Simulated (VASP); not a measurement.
# Sn2C3 (P-3m1) in VASP: single point with PBE

Aim: the single point of Sn2C3 with PBE.

All numbers are computed with VASP 6.6.1; they aren't measurements. Logs are shortened: lines on timing, memory, paths and dates and some standing lists are left out, and cuts for length are marked.

## (1) The cell of the first run

It takes space group P-3m1 (No. 164, trigonal). The conventional cell has a = 3.602 Å, b = 3.602 Å, c = 6.380 Å, α = 90.00°, β = 90.00°, γ = 120.00°. Sn (site symmetry 3m) has 7 C at 2.20 to 2.65 Å within 2.9 Å. C (site symmetry -3m) has 6 Sn at 2.57 Å and 6 C at 3.04 Å within 3.4 Å. C (site symmetry 3m) has 4 Sn at 2.20 to 2.65 Å and 3 C at 2.85 Å within 2.9 Å.

## (2) Single point, PBE

The input, INCAR:

```
PREC = Accurate ; ENCUT = 520
EDIFF = 1E-6 ; ISMEAR = 0
SIGMA = 0.1 ; LREAL = F
LASPH = T ; NELM = 60
ALGO = Normal ; ISIF = 2
LWAVE = F ; LCHARG = T
GGA = PE ; LELF = T
LVHAR = T ; NBANDS = 28
```

The input, KPOINTS:

```
regular mesh
0
Gamma
  12 12 6
```

The input, POSCAR:

```
Sn2C3
1.0
    3.6019094672      0.0000000000      0.0000000000
   -1.8009547336      3.1193451007      0.0000000000
    0.0000000000      0.0000000000      6.3799737347
Sn C
2 3
Direct
    0.3333333333      0.6666666667      0.2362163946
    0.6666666667      0.3333333333      0.7637836054
    0.0000000000      0.0000000000      0.0000000000
    0.3333333333      0.6666666667      0.6523487558
    0.6666666667      0.3333333333      0.3476512442
```

Potentials or basis: VASP PAW PBE potentials, release 64 (Sn_d, C).

Started as:

```console
cat potpaw_PBE.64/Sn_d/POTCAR potpaw_PBE.64/C/POTCAR > POTCAR
mpirun -np 1 vasp_std > vasp.out
```

OUTCAR:

```text
PREC = Accurate
   ENCUT = 520
   EDIFF = 1E-6
   ISMEAR = 0
   LREAL = F
   LASPH = T
   NELM = 60
   ISIF = 2
   GGA = PE

 ion  position               nearest neighbor table
   1  0.333  0.667  0.236-   5 2.20   5 2.20   5 2.20   3 2.57   3 2.57   3 2.57   4 2.65   2 3.66
                             2 3.66   2 3.66
   2  0.667  0.333  0.764-   4 2.20   4 2.20   4 2.20   3 2.57   3 2.57   3 2.57   5 2.65   1 3.66
                             1 3.66   1 3.66
   3  0.000  0.000  0.000-   1 2.57   2 2.57   1 2.57   2 2.57   2 2.57   1 2.57
   4  0.333  0.667  0.652-   2 2.20   2 2.20   2 2.20   1 2.65
   5  0.667  0.333  0.348-   1 2.20   1 2.20   1 2.20   2 2.65

  LATTYP: Found a hexagonal cell.
 ALAT       =     3.6019094672
 C/A-ratio  =     1.7712754284

  Lattice vectors:

 A1 = (   3.6019094672,   0.0000000000,   0.0000000000)
 A2 = (  -1.8009547336,   3.1193451007,   0.0000000000)
 A3 = (   0.0000000000,   0.0000000000,   6.3799737347)

Analysis of symmetry for initial positions (statically):
=====================================================================
 Subroutine PRICEL returns:
 Original cell was already a primitive cell.

 Routine SETGRP: Setting up the symmetry group for a
 hexagonal supercell.

 Subroutine GETGRP returns: Found 12 space group operations
 (whereof 12 operations were pure point group operations)
 out of a pool of 24 trial point group operations.

The static configuration has the point symmetry D_3d.

Analysis of symmetry for dynamics (positions and initial velocities):
=====================================================================
 Subroutine PRICEL returns:
 Original cell was already a primitive cell.

 Routine SETGRP: Setting up the symmetry group for a
 hexagonal supercell.

 Subroutine GETGRP returns: Found 12 space group operations
 (whereof 12 operations were pure point group operations)
 out of a pool of 24 trial point group operations.

The dynamic configuration has the point symmetry D_3d.

 Subroutine INISYM returns: Found 12 space group operations
 (whereof 12 operations are pure point group operations),
 and found     1 'primitive' translations

----------------------------------------------------------------------------------------

                                     Primitive cell

  volume of cell :      71.6828

  direct lattice vectors                    reciprocal lattice vectors
     3.601909467  0.000000000  0.000000000     0.277630520  0.160290056  0.000000000
    -1.800954734  3.119345101  0.000000000     0.000000000  0.320580111  0.000000000
     0.000000000  0.000000000  6.379973735     0.000000000  0.000000000  0.156740457

  length of vectors
     3.601909467  3.601909467  6.379973735     0.320580111  0.320580111  0.156740457

  position of ions in fractional coordinates (direct lattice)
     0.333333333  0.666666667  0.236216395
     0.666666667  0.333333333  0.763783605
     0.000000000  0.000000000  0.000000000
     0.333333333  0.666666667  0.652348756
     0.666666667  0.333333333  0.347651244

  ion indices of the primitive-cell ions
   primitive index   ion index
                 1           1
                 2           2
                 3           3
                 4           4
                 5           5

----------------------------------------------------------------------------------------

 KPOINTS: regular mesh

Automatic generation of k-mesh.
 Grid dimensions read from file:
 generate k-points for:   12   12    6

 Generating k-lattice:

  Cartesian coordinates                     Fractional coordinates (reciprocal lattice)
     0.023135877  0.013357505  0.000000000     0.083333333  0.000000000  0.000000000
     0.000000000  0.026715009  0.000000000     0.000000000  0.083333333  0.000000000
     0.000000000  0.000000000  0.026123410     0.000000000  0.000000000  0.166666667

  Length of vectors
     0.026715009  0.026715009  0.026123410

  Shift w.r.t. Gamma in fractional coordinates (k-lattice)
     0.000000000  0.000000000  0.000000000

 Subroutine IBZKPT returns following result:
 ===========================================

 Found    100 irreducible k-points:

 Following reciprocal coordinates:
            Coordinates               Weight
  0.000000  0.000000  0.000000      1.000000
  0.083333  0.000000  0.000000      6.000000
  0.166667  0.000000  0.000000      6.000000
  0.250000  0.000000  0.000000      6.000000
  0.333333  0.000000  0.000000      6.000000
  0.416667  0.000000  0.000000      6.000000
[... 16 lines left out ...]
  0.166667  0.000000  0.166667      6.000000
  0.000000  0.166667  0.166667      6.000000
 [... further k-points ...]
   k-points           NKPTS =    100   k-points in BZ     NKDIM =    100   number of bands    NBANDS=     28
   number of dos      NEDOS =    301   number of ions     NIONS =      5
   total plane-waves  NPLWV =  37632
   dimension x,y,z NGX =    28 NGY =   28 NGZ =   48
   dimension x,y,z NGXF=    56 NGYF=   56 NGZF=   96
   ions per type =               2   3
   NGX,Y,Z   is equivalent  to a cutoff of  12.92, 12.92, 12.51 a.u.
   NGXF,Y,Z  is equivalent  to a cutoff of  25.85, 25.85, 25.02 a.u.
 SYSTEM =  unknown system
   PREC   = accura    normal or accurate (medium, high low for compatibility)
   ISTART =      0    job   : 0-new  1-cont  2-samecut
   ICHARG =      2    charge: 1-file 2-atom 10-const
   ISPIN  =      1    spin polarized calculation?
   LNONCOLLINEAR =      F non collinear calculations
   LSORBIT =      F    spin-orbit coupling
   LASPH  =      T    aspherical Exc in radial PAW
   ENCUT  =  520.0 eV  38.22 Ry    6.18 a.u.   6.70  6.70 11.86*2*pi/ulx,y,z
   NELM   =     60;   NELMIN=  2; NELMDL= -5     # of ELM steps
   EDIFF  = 0.1E-05   stopping-criterion for ELM
   LREAL  =      F    real-space projection
   EDIFFG = 0.1E-04   stopping-criterion for IOM
   NSW    =      0    number of steps for IOM
   IBRION =     -1    ionic relax: 0-MD 1-quasi-New 2-CG
   NFREE  =      0    steps in history (QN), initial steepest desc. (CG)
   ISIF   =      2    stress and relaxation
   ISYM   =      2    0-nonsym 1-usesym 2-fastsym
   POTIM  = 0.5000    time-step for ionic-motion
   TEBEG  =    0.0;   TEEND  =   0.0 temperature during run
   PSTRESS=    0.0 pullay stress
   NELECT =      40.0000    total number of electrons
   NUPDOWN=      -1.0000    fix difference up-down
   EMIN   =  10.00;   EMAX   =-10.00  energy-range for DOS
   EFERMI =   0.00;   METHOD = LEGACY
   ISMEAR =     0;   SIGMA  =   0.10  broadening in eV -4-tet -1-fermi 0-gaus
   EFERMI_NEDOS =   21; number of points for ismear=-14 and -15
   IALGO  =     38    algorithm
   IMIX   =      4    mixing-type and parameters
     AMIX     =   0.40;   BMIX     =  1.00
     AMIX_MAG =   1.60;   BMIX_MAG =  1.00
  volume/ion in A,a.u.               =      14.34        96.75
  Fermi-wavevector in a.u.,A,eV,Ry     =   1.347793  2.546959 24.715600  1.816545
  Thomas-Fermi vector in A             =   2.475514
   LORBIT       =      0    0 simple, 1 ext, 2 COOP (PROOUT), +10 PAW based schemes
   GGA     = PE    functional components
   LHFCALC =     F    Hartree Fock is set to
   AEXX    =    0.0000 exact exchange contribution
   IVDW    =     0    specifies the selected vdW correction
   LEPSILON=     F    determine dielectric tensor
   LRPA    =     F    only Hartree local field effects (RPA)
 non-spin polarized calculation
 Gauss-broadening in eV      SIGMA  =   0.10
  energy-cutoff  :      520.00
  volume of cell :       71.68
 maximum number of plane-waves:      1955
 NGX is ok and might be reduce to    28
   NGX = 13   NGY = 13   NGZ = 23

 number of electron      40.0000001 magnetization

 Free energy of the ion-electron system (eV)
  ---------------------------------------------------
  ext. energy  EPLUGINS =         0.00000000
  ---------------------------------------------------
  free energy    TOTEN  =       -24.98217595 eV

  energy without entropy =      -24.96777792  energy(sigma->0) =      -24.97497693

 E-fermi :   7.7793     XC(G=0): -11.1449

 val. band max:        7.7786888330   @ k =   0.3333   0.0000   0.0000
 cond. band min:       7.7944803851   @ k =   0.2500   0.0000   0.0000
 fundamental gap:      0.0157915521
 Fermi energy:         7.7793272710

 k-point     1 :       0.0000    0.0000    0.0000
  band No.  band energies     occupation
      1     -13.4786      2.00000
      2     -13.4691      2.00000
      3     -13.4160      2.00000
      4     -13.4160      2.00000
      5     -13.4127      2.00000
      6     -13.4127      2.00000
[... 20 lines left out ...]
     27      13.9222      0.00000
     28      14.2837      0.00000

 k-point     2 :       0.0833    0.0000    0.0000
  band No.  band energies     occupation
      1     -13.4761      2.00000
      2     -13.4647      2.00000
      3     -13.4210      2.00000
      4     -13.4137      2.00000
      5     -13.4130      2.00000
      6     -13.4072      2.00000
[... 20 lines left out ...]
     27      13.9703      0.00000
     28      14.4267      0.00000

 k-point     3 :       0.1667    0.0000    0.0000
  band No.  band energies     occupation
      1     -13.4754      2.00000
      2     -13.4549      2.00000
      3     -13.4274      2.00000
      4     -13.4174      2.00000
      5     -13.4085      2.00000
      6     -13.3925      2.00000
[... 20 lines left out ...]
     27      14.3451      0.00000
     28      14.3527      0.00000

 k-point     4 :       0.2500    0.0000    0.0000
  band No.  band energies     occupation
      1     -13.4878      2.00000
      2     -13.4540      2.00000
      3     -13.4209      2.00000
      4     -13.4181      2.00000
      5     -13.4077      2.00000
      6     -13.3760      2.00000
[... 20 lines left out ...]
     27      15.0239      0.00000
     28      15.0568      0.00000

 k-point     5 :       0.3333    0.0000    0.0000
  band No.  band energies     occupation
      1     -13.5071      2.00000
      2     -13.4637      2.00000
      3     -13.4193      2.00000
      4     -13.4101      2.00000
      5     -13.4058      2.00000
      6     -13.3645      2.00000
[... 20 lines left out ...]
     27      15.8434      0.00000
     28      15.8841      0.00000

 k-point     6 :       0.4167    0.0000    0.0000
  band No.  band energies     occupation
      1     -13.5227      2.00000
      2     -13.4729      2.00000
      3     -13.4221      2.00000
      4     -13.4130      2.00000
      5     -13.3953      2.00000
      6     -13.3592      2.00000
[... 463 lines left out ...]
      5     -13.4111      2.00000
      6     -13.4001      2.00000
[... 20 lines left out ...]
     27      13.4875      0.00000
     28      14.7043      0.00000

 k-point    22 :       0.0000    0.0833    0.1667
  band No.  band energies     occupation
      1     -13.4761      2.00000
      2     -13.4651      2.00000
      3     -13.4256      2.00000
      4     -13.4147      2.00000
      5     -13.4084      2.00000
      6     -13.4048      2.00000
[... 20 lines left out ...]
     27      14.0398      0.00000
     28      15.0073      0.00000

 k-point    23 :       0.1667    0.0000    0.1667
  band No.  band energies     occupation
      1     -13.4728      2.00000
      2     -13.4572      2.00000
      3     -13.4312      2.00000
      4     -13.4133      2.00000
      5     -13.4132      2.00000
      6     -13.3870      2.00000
[... 20 lines left out ...]
     27      13.9834      0.00000
     28      14.8624      0.00000

 k-point    24 :       0.0000    0.1667    0.1667
  band No.  band energies     occupation
      1     -13.4785      2.00000
      2     -13.4549      2.00000
      3     -13.4244      2.00000
      4     -13.4171      2.00000
      5     -13.4020      2.00000
      6     -13.3983      2.00000
[... 20 lines left out ...]
     27      14.7577      0.00000
     28      14.8973      0.00000

 [... further k-points ...]

------------------------ aborting loop because EDIFF is reached ----------------------------------------

  FORCE on cell =-STRESS in cart. coord.  units (eV):
  Direction    XX          YY          ZZ          XY          YZ          ZX
  --------------------------------------------------------------------------------------
  -------------------------------------------------------------------------------------
  Total        0.0296978      0.0296978      0.0077013      0.0000000      0.0000000      0.0000000
  in kB        0.6637733      0.6637733      0.1721320      0.0000000      0.0000000      0.0000000
  external PRESSURE =       0.4998929 kB  Pullay stress =       0.0000000 kB

 VOLUME and BASIS-vectors are now :
 -----------------------------------------------------------------------------
  energy-cutoff  :      520.00
  volume of cell :       71.68
      direct lattice vectors                 reciprocal lattice vectors
     3.601909467  0.000000000  0.000000000     0.277630520  0.160290056  0.000000000
    -1.800954734  3.119345101  0.000000000     0.000000000  0.320580111  0.000000000
     0.000000000  0.000000000  6.379973735     0.000000000  0.000000000  0.156740457

 POSITION                                       TOTAL-FORCE (eV/Angst)
 -----------------------------------------------------------------------------------
     -0.00000      2.07956      1.50705         0.000000      0.000000      0.006714
      1.80095      1.03978      4.87292        -0.000000     -0.000000     -0.006714
      0.00000      0.00000      0.00000         0.000000      0.000000      0.000000
     -0.00000      2.07956      4.16197        -0.000000     -0.000000     -0.003324
      1.80095      1.03978      2.21801         0.000000      0.000000      0.003324
 -----------------------------------------------------------------------------------
    total drift:                                0.000000     -0.000000      0.000000

  FREE ENERGIE OF THE ION-ELECTRON SYSTEM (eV)
  ---------------------------------------------------
  free  energy   TOTEN  =       -24.9821759458 eV

  energy  without entropy=      -24.9677779235  energy(sigma->0) =      -24.97497693
```

Run time: 100 s. Hardware: 1 thread of Intel Xeon 6975P-C (Granite Rapids), shared host; peak memory 0.3 GiB.

Results:

| Quantity | Value |
| --- | --- |
| Free energy | -24.9822 eV |
| Pressure | 0.0 GPa |
| Largest force | 0.007 eV/Å |
| Band gap on the k mesh | zero (bands 20 and 21 overlap by 1.90 eV) |

Forces on the atoms (eV/Å):
```
Sn   0.000  0.000  0.007
Sn   0.000  0.000 -0.007
C    0.000  0.000  0.000
C    0.000  0.000 -0.003
C    0.000  0.000  0.003
```

Levels at points of the mesh, in eV from the Fermi level:
```csv
k point,band 18,band 19,band 20,band 21,band 22,band 23
"(0.00, 0.00, 0.00)",-0.41,-0.41,-0.24,-0.24,1.12,2.17
"(0.50, 0.00, 0.00)",-1.59,-0.61,-0.52,-0.05,0.43,0.66
"(0.00, 0.00, 0.50)",-0.37,-0.37,-0.36,-0.35,-0.35,2.54
"(0.50, 0.00, 0.50)",-2.90,-2.10,-1.90,0.70,1.27,1.63
```

Caveat: spin-orbit coupling is left out, which moves the levels of the heavy elements.
